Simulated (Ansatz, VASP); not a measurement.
# BaZrO3: VASP beside Ansatz

```
Ba Zr O
1.0
     4.37357    0.00000    0.00000
     0.00000    4.37357    0.00000
     0.00000    0.00000    4.37357
Ba Zr O
1 1 3
Direct
  0.00000 0.00000 0.00000
  0.50000 0.50000 0.50000
  0.50000 0.50000 0.00000
  0.50000 0.00000 0.50000
  0.00000 0.50000 0.50000
```

Change from the starting cell: hydrostatic strain +4.0%.

Alike in both runs: task single point; functional HSE06; k mesh 4 × 4 × 4; no spin polarisation.

|  | VASP | Ansatz |
| --- | --- | --- |
| version | VASP 6.6.1 | Ansatz 0.2.0 |
| potentials or method | VASP PAW PBE potentials, release 64 (Ba_sv, Zr_sv, O) | plane waves, PAW |
| plane-wave cutoff (eV) | 520 | 420 |
| occupations | gaussian, width 0.01 eV | fixed |
| valence electrons in the cell | 40 | 40 |

```csv
,VASP,Ansatz,Ansatz less VASP
gap on the k mesh at the Fermi level (eV),4.31,4.34,+0.032
pressure (GPa),-15.3,-15.9,-0.60
```

Ansatz's warnings: stress exchange threshold loose, stress scf threshold loose.

Spin-orbit coupling is off throughout.
